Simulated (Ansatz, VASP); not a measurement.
## One calculation of TiO2, two programs

INCAR

```
  PREC = Accurate
  ENCUT = 520
  EDIFF = 1E-7
  ISMEAR = 0
  SIGMA = 0.05
  LREAL = False
  LASPH = True
  NELM = 100
  ALGO = Normal
  ISIF = 2
  LWAVE = False
  LCHARG = True
  GGA = PE
  LELF = True
  LVHAR = True
  NBANDS = 60
```

The input KPOINTS:

```
Automatic mesh
0
Gamma
  7 7 3
```

Contents of POSCAR:

```
TiO2
1.0
   -3.7992225376      0.0000000000      0.0000000000
    0.0000000000     -3.7992225376      0.0000000000
    0.0000000000      0.0000000000     11.1968968543
Ti O
4 8
Direct
    0.0000000000      1.0000000000      0.5412714445
    0.5000000000      0.5000000000      0.1082542889
    0.5000000000      0.0000000000      0.3247628667
    0.0000000000      0.5000000000      0.7577800223
    0.0000000000      0.0000000000      0.7201133547
    0.5000000000      0.5000000000      0.2870961991
    0.5000000000      0.0000000000      0.5036047769
    0.0000000000      0.5000000000      0.0705876213
    0.5000000000      0.0000000000      0.1459209565
    0.0000000000      0.5000000000      0.5789381121
    0.0000000000      0.0000000000      0.3624295343
    0.5000000000      0.5000000000      0.7954466899
```

Input for Ansatz:

```yaml
crystal:
  lattice:
    - [-3.7992225376, 0.0, 0.0]
    - [0.0, -3.7992225376, 0.0]
    - [0.0, 0.0, 11.1968968543]
  atoms:
    - { symbol: Ti, position: [0.0, 1.0, 0.5412714445] }
    - { symbol: Ti, position: [0.5, 0.5, 0.1082542889] }
    - { symbol: Ti, position: [0.5, 0.0, 0.3247628667] }
    - { symbol: Ti, position: [0.0, 0.5, 0.7577800223] }
    - { symbol: O, position: [0.0, 0.0, 0.7201133547] }
    - { symbol: O, position: [0.5, 0.5, 0.2870961991] }
    - { symbol: O, position: [0.5, 0.0, 0.5036047769] }
    - { symbol: O, position: [0.0, 0.5, 0.0705876213] }
    - { symbol: O, position: [0.5, 0.0, 0.1459209565] }
    - { symbol: O, position: [0.0, 0.5, 0.5789381121] }
    - { symbol: O, position: [0.0, 0.0, 0.3624295343] }
    - { symbol: O, position: [0.5, 0.5, 0.7954466899] }
basis:
  ecutwfc: 420
kpoints:
  mp_grid: { grid: [7, 7, 3] }
hamiltonian:
  xc: pbe
scf:
  occupations: { method: gaussian, width: 0.05 }
output:
  forces: true
  stress: true
  eigenvalues: true
```

Alike in both runs: task single point; functional PBE; k mesh 7 × 7 × 3; occupations gaussian, width 0.05 eV; no spin polarisation.

|  | VASP | Ansatz |
| --- | --- | --- |
| version | VASP 6.6.1 | Ansatz 0.2.0 |
| potentials or method | VASP PAW PBE potentials, release 64 (Ti_sv, O), cutoff 520 eV | scalar-relativistic, plane waves, PAW |
| valence electrons in the cell | 96 | 96 |

```tsv
	VASP	Ansatz	Ansatz less VASP
gap on the k mesh at the Fermi level (eV)	1.67	1.69	+0.024
least direct gap on the mesh (eV)	2.04	2.06	+0.021
pressure (GPa)	-5.4	-6.0	-0.55
traceless stress, the component that is largest in VASP (GPa)	-8.13	-8.20	-0.070
rms of the force components (eV/Å)	0.314	0.323	+0.0094
```

Atom by atom the forces differ by 0.015 eV/Å (rms over components).
